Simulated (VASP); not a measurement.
Here is a VASP 6.6.1 calculation.

Contents of INCAR:

```
PREC     = Accurate       # precision mode
ENCUT    = 600            # plane-wave cutoff, eV
EDIFF    = 1E-6           # SCF threshold, eV
ISMEAR   = 0              # smearing method
SIGMA    = 0.1            # smearing width, eV
LREAL    = False          # projectors in reciprocal space
LASPH    = True           # aspherical terms in the spheres
NELM     = 100            # most SCF steps
ALGO     = Normal         # electronic algorithm
ISIF     = 3              # what is computed and relaxed
LWAVE    = False          # write WAVECAR
LCHARG   = False          # write CHGCAR
GGA      = PE             # functional
IBRION   = 2              # ionic algorithm
NSW      = 70             # ionic steps
EDIFFG   = -0.008         # ionic threshold
PSTRESS  = 200.0
```

File KPOINTS:

```
regular mesh
0
Gamma
  14 14 14
```

File POSCAR:

```
Rb
1.0
   -2.0845631969      2.0845631969      2.0845631969
    2.0845631969     -2.0845631969      2.0845631969
    2.0845631969      2.0845631969     -2.0845631969
Rb
1
Direct
    0.0000000000      0.0000000000      0.0000000000
```

Potentials or basis: VASP PAW PBE potentials, release 64 (Rb_sv).

The run is started by

```console
$ cat potpaw_PBE.64/Rb_sv/POTCAR > POTCAR
$ mpirun -np 1 vasp_std > vasp.out
```

**Question.** Predict the space group after relaxing (to 0.05 Å).

**Answer.** Im-3m (No. 229).

**Question.** Predict the relaxed cell.

**Answer.** a = 3.327 Å, b = 3.327 Å, c = 3.327 Å, α = 109.47°, β = 109.47°, γ = 109.47°.

**Question.** What does it give for the relaxed volume?

**Answer.** 28.35 Å³/atom.

Step by step:
| step | energy change (eV) | largest force (eV/Å) | pressure (GPa) | volume (Å³) |
| --- | --- | --- | --- | --- |
| 1 | 0.0000 | 0.0000 | 12.28 | 36.23 |
| 2 | 0.8374 | 0.0000 | 20.80 | 27.83 |
| 3 | 0.7714 | 0.0000 | 20.01 | 28.35 |

Caveat: the cell is relaxed towards a set pressure, so the enthalpy falls and the energy may rise; the volume moved by over 15 % at a fixed basis, so the end points are rough.
